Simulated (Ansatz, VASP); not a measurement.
# CsCl in VASP and in Ansatz

File INCAR:

```
SYSTEM = CsCl
PREC     = Accurate       ! precision mode
ENCUT    = 500            ! plane-wave cutoff, eV
EDIFF    = 1E-6           ! SCF threshold, eV
ISMEAR   = -1             ! smearing method
SIGMA    = 0.03           ! smearing width, eV
LREAL    = .FALSE.        ! projectors in reciprocal space
LASPH    = .TRUE.         ! aspherical terms in the spheres
NELM     = 120            ! most SCF steps
ALGO     = Normal         ! electronic algorithm
ISIF     = 2              ! what is computed and relaxed
LWAVE    = .FALSE.        ! write WAVECAR
LCHARG   = .TRUE.         ! write CHGCAR
GGA      = PS             ! functional
LELF     = .TRUE.         ! ELF
LVHAR    = .TRUE.       
NBANDS   = 15             ! bands
GGA_COMPAT= .FALSE.
```

KPOINTS

```
regular mesh
0
G
  6 6 6
  0 0 0
```

Contents of POSCAR:

```
CsCl
1.0
    4.1772562219      0.0000000000      0.0000000000
    0.0000000000      4.1772562219      0.0000000000
    0.0000000000      0.0000000000      4.1772562219
Cs Cl
1 1
Direct
    0.0000000000      0.0000000000      0.0000000000
    0.5000000000      0.5000000000      0.5000000000
```

Input for Ansatz:

```yaml
crystal:
  lattice:
    - [4.1772562219, 0.0, 0.0]
    - [0.0, 4.1772562219, 0.0]
    - [0.0, 0.0, 4.1772562219]
  atoms:
    - { symbol: Cs, position: [0.0, 0.0, 0.0] }
    - { symbol: Cl, position: [0.5, 0.5, 0.5] }
kpoints:
  mp_grid: { grid: [6, 6, 6] }
  band_path:
    path:
      - [0.0, 0.0, 0.0]
      - [0.0, 0.5, 0.0]
      - [0.5, 0.5, 0.0]
      - [0.0, 0.0, 0.0]
      - [0.5, 0.5, 0.5]
      - [0.0, 0.5, 0.0]
      - [0.5, 0.5, 0.5]
      - [0.5, 0.5, 0.0]
    npoints: 5
scf:
  occupations: { method: fermi_dirac, width: 0.03 }
hamiltonian:
  xc: pbesol
  pseudopotentials: { kind: all_electron, lapw: { basis_error: 0.001 } }
output:
  forces: true
  stress: true
  eigenvalues: true
```

Change from the starting cell: volume scaled by 1.04.

Alike in both runs: task single point; functional PBEsol; k mesh 6 × 6 × 6; occupations fermi-dirac, width 0.03 eV; no spin polarisation.

|  | VASP | Ansatz |
| --- | --- | --- |
| version | VASP 6.6.1 | Ansatz 0.2.0 |
| potentials or method | VASP PAW PBE potentials, release 64 (Cs_sv, Cl), cutoff 500 eV | all-electron LAPW, scalar-relativistic |

VASP gave:

- gap on the k mesh at the Fermi level (eV): 4.88
- pressure (GPa): -1.2

Q: Estimate Ansatz's values.

A: gap on the k mesh at the Fermi level (eV): 4.89; pressure (GPa): -1.2.

VASP's potentials were made for PBE, not for PBEsol. Ansatz ran all-electron here, and VASP with PAW potentials.

Neither program's run includes spin-orbit coupling.
